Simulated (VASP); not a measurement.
# Si (Fd-3m) in VASP: vibrations by perturbation theory with PBE

Aim: the vibrations by perturbation theory of Si with PBE.

Everything below comes from runs of VASP 6.6.1. Logs are shortened: lines on timing, memory, paths and dates and some standing lists are left out, and cuts for length are marked.

## Step 1: The cell of the first run

Symmetry: Fd-3m, No. 227, cubic system. The conventional cell has a = 5.470 Å, b = 5.470 Å, c = 5.470 Å, α = 90.00°, β = 90.00°, γ = 90.00°. Within 3.1 Å of Si (site symmetry -43m) lie 4 Si at 2.37 Å.

## Step 2: Vibrations by perturbation theory, PBE

File INCAR:

```
PREC = Accurate ; ENCUT = 500
EDIFF = 1E-8 ; ISMEAR = -1
SIGMA = 0.1 ; LREAL = F
LASPH = T ; NELM = 120
ALGO = Normal ; ISIF = 2
LWAVE = F ; LCHARG = F
GGA = PE ; IBRION = 8
NSW = 1 ; GGA_COMPAT = F
```

File KPOINTS:

```
regular mesh
0
Gamma
  4 4 4
```

File POSCAR:

```
Si
1.0
    0.0000000000      2.7351000000      2.7351000000
    2.7351000000      0.0000000000      2.7351000000
    2.7351000000      2.7351000000      0.0000000000
Si
2
Direct
    0.0000000000      0.0000000000      0.0000000000
    0.2500000000      0.2500000000      0.2500000000
```

Potentials or basis: VASP PAW PBE potentials, release 64 (Si).

Run with:

```
> cat potpaw_PBE.64/Si/POTCAR > POTCAR
> mpirun -np 1 vasp_std > vasp.out
```

OUTCAR:

```text
PREC = Accurate
   ENCUT = 500
   EDIFF = 1E-8
   ISMEAR = -1
   LREAL = F
   LASPH = T
   NELM = 120
   ISIF = 2
   GGA = PE
   IBRION = 8
   NSW = 1

 ion  position               nearest neighbor table
   1  0.000  0.000  0.000-   2 2.37   2 2.37   2 2.37   2 2.37
   2  0.250  0.250  0.250-   1 2.37   1 2.37   1 2.37   1 2.37

  LATTYP: Found a face centered cubic cell.
 ALAT       =     5.4702000000

  Lattice vectors:

 A1 = (   0.0000000000,   2.7351000000,   2.7351000000)
 A2 = (   2.7351000000,   0.0000000000,   2.7351000000)
 A3 = (   2.7351000000,   2.7351000000,   0.0000000000)

Analysis of symmetry for initial positions (statically):
=====================================================================
 Subroutine PRICEL returns:
 Original cell was already a primitive cell.

 Routine SETGRP: Setting up the symmetry group for a
 face centered cubic supercell.

 Subroutine GETGRP returns: Found 48 space group operations
 (whereof 24 operations were pure point group operations)
 out of a pool of 48 trial point group operations.

The static configuration has the point symmetry T_d .
 The point group associated with its full space group is O_h .

Analysis of symmetry for dynamics (positions and initial velocities):
=====================================================================
 Subroutine PRICEL returns:
 Original cell was already a primitive cell.

 Routine SETGRP: Setting up the symmetry group for a
 face centered cubic supercell.

 Subroutine GETGRP returns: Found 48 space group operations
 (whereof 24 operations were pure point group operations)
 out of a pool of 48 trial point group operations.

The dynamic configuration has the point symmetry T_d .
 The point group associated with its full space group is O_h .

 Subroutine INISYM returns: Found 48 space group operations
 (whereof 24 operations are pure point group operations),
 and found     1 'primitive' translations

----------------------------------------------------------------------------------------

                                     Primitive cell

  volume of cell :      40.9213

  direct lattice vectors                    reciprocal lattice vectors
     0.000000000  2.735100000  2.735100000    -0.182808672  0.182808672  0.182808672
     2.735100000  0.000000000  2.735100000     0.182808672 -0.182808672  0.182808672
     2.735100000  2.735100000  0.000000000     0.182808672  0.182808672 -0.182808672

  length of vectors
     3.868015514  3.868015514  3.868015514     0.316633909  0.316633909  0.316633909

  position of ions in fractional coordinates (direct lattice)
     0.000000000  0.000000000  0.000000000
     0.250000000  0.250000000  0.250000000

  ion indices of the primitive-cell ions
   primitive index   ion index
                 1           1
                 2           2

----------------------------------------------------------------------------------------

 KPOINTS: regular mesh

Automatic generation of k-mesh.
 Grid dimensions read from file:
 generate k-points for:    4    4    4

 Generating k-lattice:

  Cartesian coordinates                     Fractional coordinates (reciprocal lattice)
    -0.045702168  0.045702168  0.045702168     0.250000000  0.000000000  0.000000000
     0.045702168 -0.045702168  0.045702168     0.000000000  0.250000000  0.000000000
     0.045702168  0.045702168 -0.045702168     0.000000000  0.000000000  0.250000000

  Length of vectors
     0.079158477  0.079158477  0.079158477

  Shift w.r.t. Gamma in fractional coordinates (k-lattice)
     0.000000000  0.000000000  0.000000000
[... 54 lines left out ...]
     AMIX_MAG =   1.60;   BMIX_MAG =  1.00
  volume/ion in A,a.u.               =      20.46       138.08
  Fermi-wavevector in a.u.,A,eV,Ry     =   0.950141  1.795507 12.282916  0.902769
  Thomas-Fermi vector in A             =   2.078490
   LORBIT       =      0    0 simple, 1 ext, 2 COOP (PROOUT), +10 PAW based schemes
   GGA     = PE    functional components
   LHFCALC =     F    Hartree Fock is set to
   AEXX    =    0.0000 exact exchange contribution
   IVDW    =     0    specifies the selected vdW correction
   LEPSILON=     F    determine dielectric tensor
   LRPA    =     F    only Hartree local field effects (RPA)
 non-spin polarized calculation
  energy-cutoff  :      500.00
  volume of cell :       40.92
 maximum number of plane-waves:      1056
   NGX = 15   NGY = 15   NGZ = 15

--------------------------------------- Ionic step        1  -------------------------------------------

 number of electron       8.0000000 magnetization

 Free energy of the ion-electron system (eV)
  ---------------------------------------------------
  ext. energy  EPLUGINS =         0.00000000
  ---------------------------------------------------
  free energy    TOTEN  =       -10.66592024 eV

  energy without entropy =      -10.66280465  energy(sigma->0) =      -10.66436245

 E-fermi :   5.9818     XC(G=0):  -9.2984

 val. band max:        5.6496427453   @ k =   0.0000   0.0000   0.0000
 cond. band min:       6.3868346590   @ k =   0.5000   0.5000   0.0000
 fundamental gap:      0.7371919137
 Fermi energy:         5.9818089636

 k-point     1 :       0.0000    0.0000    0.0000
  band No.  band energies     occupation
      1      -6.1674      2.00000
      2       5.6496      1.93033
      3       5.6496      1.93033
      4       5.6496      1.93033
      5       8.1890      0.00000
      6       8.1890      0.00000
      7       8.1890      0.00000
      8       8.7776      0.00000
[... 67 lines left out ...]
 k-point     8 :      -0.2500    0.5000    0.2500
  band No.  band energies     occupation
      1      -1.9436      2.00000
      2      -1.9436      2.00000
      3       1.8795      2.00000
      4       1.8795      2.00000
      5       9.9100      0.00000
      6       9.9100      0.00000
      7      10.5651      0.00000
      8      10.5651      0.00000

------------------------ aborting loop because EDIFF is reached ----------------------------------------

  FORCE on cell =-STRESS in cart. coord.  units (eV):
  Direction    XX          YY          ZZ          XY          YZ          ZX
  --------------------------------------------------------------------------------------
  -------------------------------------------------------------------------------------
  Total        0.1200221      0.1200221      0.1200221      0.0000000      0.0000000      0.0000000
  in kB        4.6991817      4.6991817      4.6991817      0.0000000      0.0000000      0.0000000
  external PRESSURE =       4.6991817 kB  Pullay stress =       0.0000000 kB

 VOLUME and BASIS-vectors are now :
 -----------------------------------------------------------------------------
  energy-cutoff  :      500.00
  volume of cell :       40.92
      direct lattice vectors                 reciprocal lattice vectors
     0.000000000  2.735100000  2.735100000    -0.182808672  0.182808672  0.182808672
     2.735100000  0.000000000  2.735100000     0.182808672 -0.182808672  0.182808672
     2.735100000  2.735100000  0.000000000     0.182808672  0.182808672 -0.182808672

 POSITION                                       TOTAL-FORCE (eV/Angst)
 -----------------------------------------------------------------------------------
      0.00000      0.00000      0.00000        -0.000000     -0.000000     -0.000000
      1.36755      1.36755      1.36755         0.000000      0.000000      0.000000
 -----------------------------------------------------------------------------------
    total drift:                                0.000000      0.000000     -0.000000

  FREE ENERGIE OF THE ION-ELECTRON SYSTEM (eV)
  ---------------------------------------------------
  free  energy   TOTEN  =       -10.6659202448 eV

  energy  without entropy=      -10.6628046501  energy(sigma->0) =      -10.66436245

[... ionic steps 2 to 3 ...]

--------------------------------------- Ionic step        4  -------------------------------------------

 Free energy of the ion-electron system (eV)
  ---------------------------------------------------
  ---------------------------------------------------
  free energy    TOTEN  =        -0.01745861 eV

  energy without entropy =       -0.01745861

------------------------ aborting loop because EDIFF is reached ----------------------------------------

 INTERNAL STRAIN TENSOR  FOR ION    1  DIRECTION 1   (eV/Angst):
 -----------------------------------------------------------------------------
    -0.01044  0.00000  0.00000
     0.00000  0.00588  8.64734
     0.00000  8.64734  0.00588

 INTERNAL STRAIN TENSOR FOR ION    2 for displacements in x,y,z  (eV/Angst):
          X           Y           Z          XY          YZ          ZX
  --------------------------------------------------------------------------------
  x     0.00000    -0.00000    -0.00000    -0.00000    -8.64734     0.00000
  y    -0.00000    -0.00000    -0.00000    -0.00000    -0.00000    -8.64734
  z    -0.00000    -0.00000     0.00000    -8.64734     0.00000    -0.00000

 SECOND DERIVATIVES (NOT SYMMETRIZED)
 ------------------------------------
               1X          1Y          1Z          2X          2Y          2Z
  1X   -12.963417    0.000000    0.000000   12.963417    0.000000    0.000000
  1Y     0.000000  -12.963417    0.000000    0.000000   12.963417    0.000000
  1Z     0.000000    0.000000  -12.963417    0.000000    0.000000   12.963417
  2X    12.963417    0.000000    0.000000  -12.963417    0.000000    0.000000
  2Y     0.000000   12.963417    0.000000    0.000000  -12.963417    0.000000
  2Z     0.000000    0.000000   12.963417    0.000000    0.000000  -12.963417

 Eigenvectors and eigenvalues of the dynamical matrix
 ----------------------------------------------------

   1 f  =   15.020634 THz    94.377425 2PiTHz  501.034408 cm-1    62.120321 meV
             X         Y         Z           dx          dy          dz
      0.000000  0.000000  0.000000     0.000000   -0.707107    0.000000
      1.367550  1.367550  1.367550     0.000000    0.707107    0.000000
[... 21 lines left out ...]
   6 f  =    0.000000 THz     0.000000 2PiTHz    0.000000 cm-1     0.000000 meV
             X         Y         Z           dx          dy          dz
      0.000000  0.000000  0.000000     0.000000    0.000000    0.707107
      1.367550  1.367550  1.367550     0.000000    0.000000    0.707107

--------------------------------------------------------------------------------------------------------

 ELASTIC MODULI CONTR FROM IONIC RELAXATION (kBar)
 Direction    XX          YY          ZZ          XY          YZ          ZX
 --------------------------------------------------------------------------------
 XX          -0.0000     -0.0000      0.0000     -0.0000      0.0000     -0.0000
 YY          -0.0000     -0.0000     -0.0000     -0.0000     -0.0000     -0.0000
 ZZ           0.0000     -0.0000     -0.0000      0.0000     -0.0000     -0.0000
 XY          -0.0000     -0.0000      0.0000   -225.8428      0.0000     -0.0000
 YZ           0.0000     -0.0000     -0.0000      0.0000   -225.8428      0.0000
 ZX          -0.0000     -0.0000     -0.0000     -0.0000      0.0000   -225.8428
 --------------------------------------------------------------------------------
```

Run time: 18 s. Hardware: 1 thread of AMD EPYC 7R43 (Zen 3), shared host; peak memory 0.12 GiB.

What came out:

- Highest phonon frequency at Γ: 501 cm⁻¹

Phonon frequencies in cm⁻¹ (negative: imaginary):
| q point | frequencies |
| --- | --- |
| (0.000, 0.000, 0.000) | 0 0 0 501 501 501 |

Caveat: the k points lie up to 0.50 Å⁻¹ apart.
